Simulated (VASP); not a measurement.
Set up this calculation in VASP 6.6.1, as the native input.

- Task: single point
- Functional: PBEsol
- Potentials or basis: VASP PAW PBE potentials, release 64 (Al, N)
- Cutoff: 520 eV
- k mesh: 8 × 8 × 8
- Occupations: gaussian, width 0.01 eV
- Spin: no spin polarisation
- Dipole correction: no
- Further INCAR settings: ALGO = Normal; EDIFF = 1e-07; NBANDS = 11

The structure of AlN lies in POSCAR:

```
AlN
1.0
    0.0000000000      2.0102420442      2.0102420442
    2.0102420442      0.0000000000      2.0102420442
    2.0102420442      2.0102420442      0.0000000000
Al N
1 1
Direct
    0.0000000000      0.0000000000      0.0000000000
    0.5000000000      0.5000000000      0.5000000000
```

One way to write it, as run:

INCAR

```
SYSTEM = AlN
ALGO = Normal ; EDIFF = 1E-7
ENCUT = 520 ; GGA = PS
ISIF = 2 ; ISMEAR = 0
LASPH = .True. ; LCHARG = .False.
LREAL = .False. ; LWAVE = .False.
NBANDS = 11 ; NELM = 60
PREC = Accurate ; SIGMA = 0.01
```

KPOINTS

```
k-points
0
Gamma
  8 8 8
  0 0 0
```

Potentials or basis: VASP PAW PBE potentials, release 64 (Al, N).

Command:

```console
$ cat potpaw_PBE.64/Al/POTCAR potpaw_PBE.64/N/POTCAR > POTCAR
$ mpirun -np 1 vasp_std > vasp.out
```

Results of the run:

```yaml
Pressure: 4.9 GPa
Band_gap_on_the_k_mesh: 4.72 eV, indirect (least direct gap 5.92 eV)
```

Caveat: the PAW data sets were made with another functional, which shifts forces and pressure a little.

It took 3.6 s on 1 thread of Intel(R) Xeon(R) Platinum 8488C (Sapphire Rapids) (shared host), peak memory 0.12 GiB.
